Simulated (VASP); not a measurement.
# Nd2Sb2Rh (P4/mmm) in VASP: single point with PBE

Aim: the single point of Nd2Sb2Rh with PBE.

Program: VASP 6.6.1. These are calculated values, not measurements. Logs are shortened: lines on timing, memory, paths and dates and some standing lists are left out, and cuts for length are marked.

### 1 The cell of the first run

Symmetry: P4/mmm, No. 123, tetragonal system. Conventional cell: a = 4.577 Å, b = 4.577 Å, c = 6.955 Å, α = 90.00°, β = 90.00°, γ = 90.00°. Within 4.2 Å of Nd (site symmetry mmm) lie 4 Sb at 3.14 Å and 4 Nd at 3.24 Å and 4 Rh at 4.16 Å. Sb (site symmetry 4mm) has 1 Sb at 2.66 Å and 4 Nd at 3.14 Å and 4 Rh at 3.50 Å within 3.5 Å. Rh (site symmetry 4/mmm) has 8 Sb at 3.50 Å and 8 Nd at 4.16 Å and 4 Rh at 4.58 Å within 4.6 Å.

The cell was generated, and may not be a known phase.

### 2 Single point, PBE, collinear spin, ferromagnetic start

Input file INCAR:

```
PREC = Accurate ; ENCUT = 520
EDIFF = 1E-7 ; ISMEAR = 0
SIGMA = 0.1 ; LREAL = False
LASPH = True ; NELM = 150
ALGO = Normal ; ISIF = 2
LWAVE = False ; LCHARG = False
ISPIN = 2 ; MAGMOM = 0 0 0 0 1
LORBIT = 11 ; LMAXMIX = 6
GGA = PE ; NBANDS = 38
```

Input file KPOINTS:

```
Automatic mesh
0
Gamma
  4 4 4
```

Input file POSCAR:

```
Nd2Sb2Rh
1.0
    4.5773732428      0.0000000000      0.0000000000
    0.0000000000      4.5773732428      0.0000000000
    0.0000000000      0.0000000000      6.9549945151
Nd Sb Rh
2 2 1
Direct
    0.5000000000      0.0000000000      0.5000000000
    0.0000000000      0.5000000000      0.5000000000
    0.5000000000      0.5000000000      0.8090863662
    0.5000000000      0.5000000000      0.1909136338
    0.0000000000      0.0000000000      0.0000000000
```

Potentials or basis: VASP PAW PBE potentials, release 64 (Nd, Sb, Rh_pv).

Started as:

```sh
$ cat potpaw_PBE.64/Nd/POTCAR potpaw_PBE.64/Sb/POTCAR potpaw_PBE.64/Rh_pv/POTCAR > POTCAR
$ mpirun -np 1 vasp_std > vasp.out
```

OUTCAR:

```text
PREC = Accurate
   ENCUT = 520
   EDIFF = 1E-7
   ISMEAR = 0
   LREAL = False
   LASPH = True
   NELM = 150
   ISIF = 2
   ISPIN = 2
   LORBIT = 11
   GGA = PE

 ion  position               nearest neighbor table
   1  0.500  0.000  0.500-   3 3.14   4 3.14   3 3.14   4 3.14   2 3.24   2 3.24   2 3.24   2 3.24

   2  0.000  0.500  0.500-   3 3.14   4 3.14   3 3.14   4 3.14   1 3.24   1 3.24   1 3.24   1 3.24

   3  0.500  0.500  0.809-   4 2.66   2 3.14   1 3.14   1 3.14   2 3.14   5 3.50   5 3.50   5 3.50
                             5 3.50
   4  0.500  0.500  0.191-   3 2.66   2 3.14   1 3.14   1 3.14   2 3.14   5 3.50   5 3.50   5 3.50
                             5 3.50
   5  0.000  0.000  0.000-   3 3.50   4 3.50   3 3.50   4 3.50   3 3.50   4 3.50   3 3.50   4 3.50

  LATTYP: Found a simple tetragonal cell.
 ALAT       =     4.5773732428
 C/A-ratio  =     1.5194291892

  Lattice vectors:

 A1 = (   4.5773732428,   0.0000000000,   0.0000000000)
 A2 = (   0.0000000000,   4.5773732428,   0.0000000000)
 A3 = (   0.0000000000,   0.0000000000,   6.9549945151)

Analysis of symmetry for initial positions (statically):
=====================================================================
 Subroutine PRICEL returns:
 Original cell was already a primitive cell.

 Routine SETGRP: Setting up the symmetry group for a
 simple tetragonal supercell.

 Subroutine GETGRP returns: Found 16 space group operations
 (whereof 16 operations were pure point group operations)
 out of a pool of 16 trial point group operations.

The static configuration has the point symmetry D_4h.

Analysis of symmetry for dynamics (positions and initial velocities):
=====================================================================
 Subroutine PRICEL returns:
 Original cell was already a primitive cell.

 Routine SETGRP: Setting up the symmetry group for a
 simple tetragonal supercell.

 Subroutine GETGRP returns: Found 16 space group operations
 (whereof 16 operations were pure point group operations)
 out of a pool of 16 trial point group operations.

The dynamic configuration has the point symmetry D_4h.

Analysis of structural, dynamic, and magnetic symmetry:
=====================================================================
 Subroutine PRICEL returns:
 Original cell was already a primitive cell.

 Routine SETGRP: Setting up the symmetry group for a
 simple tetragonal supercell.
[... 135 lines left out ...]
 spin polarized calculation
 Gauss-broadening in eV      SIGMA  =   0.10
  energy-cutoff  :      520.00
  volume of cell :      145.72
 maximum number of plane-waves:      3969
 NGX is ok and might be reduce to    36
   NGX = 17   NGY = 17   NGZ = 25

 number of electron      53.0000010 magnetization       0.0681307

 number of electron      53.0000017 magnetization      -0.1052454

 Free energy of the ion-electron system (eV)
  ---------------------------------------------------
  ext. energy  EPLUGINS =         0.00000000
  ---------------------------------------------------
  free energy    TOTEN  =       -24.95692468 eV

  energy without entropy =      -24.88223282  energy(sigma->0) =      -24.91957875

 E-fermi :   5.8126     XC(G=0): -10.0463

 val. band max:        5.8121366985   @ k =   0.2500   0.0000   0.0000
 cond. band min:       5.8159758877   @ k =   0.5000   0.2500   0.5000
 fundamental gap:      0.0038391892
 Fermi energy:         5.8126438667

 spin component 1

 k-point     1 :       0.0000    0.0000    0.0000
  band No.  band energies     occupation
      1     -39.1369      1.00000
      2     -38.9311      1.00000
      3     -38.9311      1.00000
      4     -31.2359      1.00000
      5     -30.8808      1.00000
      6     -13.1348      1.00000
[... 727 lines left out ...]
     37       6.8157      0.00000
     38       6.8163      0.00000
 Fermi energy:         5.8126438667

 spin component 2

 k-point     1 :       0.0000    0.0000    0.0000
  band No.  band energies     occupation
      1     -39.5166      1.00000
      2     -39.3425      1.00000
      3     -39.3425      1.00000
      4     -31.0976      1.00000
      5     -30.7261      1.00000
      6     -13.1746      1.00000
[... 727 lines left out ...]
     37       6.9386      0.00000
     38       7.1094      0.00000

------------------------ aborting loop because EDIFF is reached ----------------------------------------

  FORCE on cell =-STRESS in cart. coord.  units (eV):
  Direction    XX          YY          ZZ          XY          YZ          ZX
  --------------------------------------------------------------------------------------
  -------------------------------------------------------------------------------------
  Total       -3.1537381     -3.1537381      0.2546610      0.0000000     -0.0000000      0.0000000
  in kB      -34.6742253    -34.6742253      2.7999064      0.0000000     -0.0000000      0.0000000
  external PRESSURE =     -22.1828481 kB  Pullay stress =       0.0000000 kB

 VOLUME and BASIS-vectors are now :
 -----------------------------------------------------------------------------
  energy-cutoff  :      520.00
  volume of cell :      145.72
      direct lattice vectors                 reciprocal lattice vectors
     4.577373243  0.000000000  0.000000000     0.218465908  0.000000000  0.000000000
     0.000000000  4.577373243  0.000000000     0.000000000  0.218465908  0.000000000
     0.000000000  0.000000000  6.954994515     0.000000000  0.000000000  0.143781566

 POSITION                                       TOTAL-FORCE (eV/Angst)
 -----------------------------------------------------------------------------------
      2.28869      0.00000      3.47750         0.000000     -0.000000      0.000000
      0.00000      2.28869      3.47750         0.000000     -0.000000      0.000000
      2.28869      2.28869      5.62719        -0.000000      0.000000     -0.434586
      2.28869      2.28869      1.32780         0.000000      0.000000      0.434586
      0.00000      0.00000      0.00000         0.000000     -0.000000      0.000000
 -----------------------------------------------------------------------------------
    total drift:                                0.000000     -0.000000      0.000000

  FREE ENERGIE OF THE ION-ELECTRON SYSTEM (eV)
  ---------------------------------------------------
  free  energy   TOTEN  =       -24.9569246819 eV

  energy  without entropy=      -24.8822328168  energy(sigma->0) =      -24.91957875

 total charge

# of ion       s       p       d       f       tot
--------------------------------------------------
    1        1.994   5.318   0.651   3.222  11.185
    2        1.994   5.318   0.651   3.222  11.185
    3        1.149   1.273   0.040   0.000   2.462
    4        1.149   1.273   0.040   0.000   2.462
    5        0.153   6.036   7.268   0.000  13.456
--------------------------------------------------
tot          6.439  19.218   8.649   6.444  40.750

 magnetization (x)

# of ion       s       p       d       f       tot
--------------------------------------------------
    1       -0.006  -0.016  -0.075   0.429   0.332
    2       -0.006  -0.016  -0.075   0.429   0.332
    3        0.001  -0.032  -0.001   0.000  -0.032
    4        0.001  -0.032  -0.001   0.000  -0.032
    5       -0.005  -0.001  -0.528   0.000  -0.535
--------------------------------------------------
tot         -0.017  -0.097  -0.681   0.858   0.064
```

OSZICAR:

```text
N       E                     dE             d eps       ncg     rms          rms(c)
DAV:   1     0.590577598429E+03    0.59058E+03   -0.20790E+04  3446   0.300E+03
DAV:   2     0.838848219450E+02   -0.50669E+03   -0.47855E+03  3604   0.467E+02
DAV:   3    -0.125673469010E+02   -0.96452E+02   -0.90987E+02  4920   0.256E+02
[... 46 lines left out ...]
DAV:  50    -0.249569237872E+02   -0.10706E-05   -0.80406E-07  3824   0.104E-02    0.779E-03
DAV:  51    -0.249569235335E+02    0.25370E-06   -0.40930E-06  4832   0.252E-02    0.391E-03
DAV:  52    -0.249569242912E+02   -0.75773E-06   -0.39669E-07  2960   0.889E-03    0.344E-03
DAV:  53    -0.249569243927E+02   -0.10155E-06   -0.43816E-07  2910   0.114E-02    0.350E-03
DAV:  54    -0.249569246082E+02   -0.21551E-06   -0.30122E-07  2696   0.810E-03    0.271E-03
DAV:  55    -0.249569246819E+02   -0.73649E-07   -0.16691E-07  2458   0.651E-03
   1 F= -.24956925E+02 E0= -.24919579E+02  d E =-.746919E-01  mag=    -0.1053
```

stdout:

```text
POSCAR found type information on POSCAR NdSbRh
 POSCAR found :  3 types and       5 ions
 scaLAPACK will be used
 LDA part: xc-table for (Slater+PW92), standard interpolation
 POSCAR, INCAR and KPOINTS ok, starting setup
 FFT: planning ... GRIDC
 FFT: planning ... GRID_SOFT
 FFT: planning ... GRID
 WAVECAR not read
 entering main loop
```

Run time: 13 min. Hardware: 1 thread of Intel Xeon 6975P-C (Granite Rapids), shared host; peak memory 0.4 GiB.

Results:

| Item | Value |
| --- | --- |
| Free energy | -24.9569 eV |
| Pressure | -2.2 GPa |
| Largest force | 0.435 eV/Å |
| Net moment | -0.11 μB per cell |
| Site moments | Nd +0.33; Sb -0.03; Rh -0.54 μB |
| Valence electrons inside the program's atomic spheres | Nd 11.19; Sb 2.46; Rh 13.46 |

Forces on the atoms (eV/Å):
```
Nd   0.000  0.000  0.000
Nd   0.000  0.000  0.000
Sb   0.000  0.000 -0.435
Sb   0.000  0.000  0.435
Rh   0.000  0.000  0.000
```

Caveat: the magnetic or orbital state may not be the lowest; spin-orbit coupling is left out, which moves the levels of the heavy elements; semilocal functionals describe open f shells poorly, which spoils levels, moments and volumes. The state reached can hang on the start; a lower one may exist.
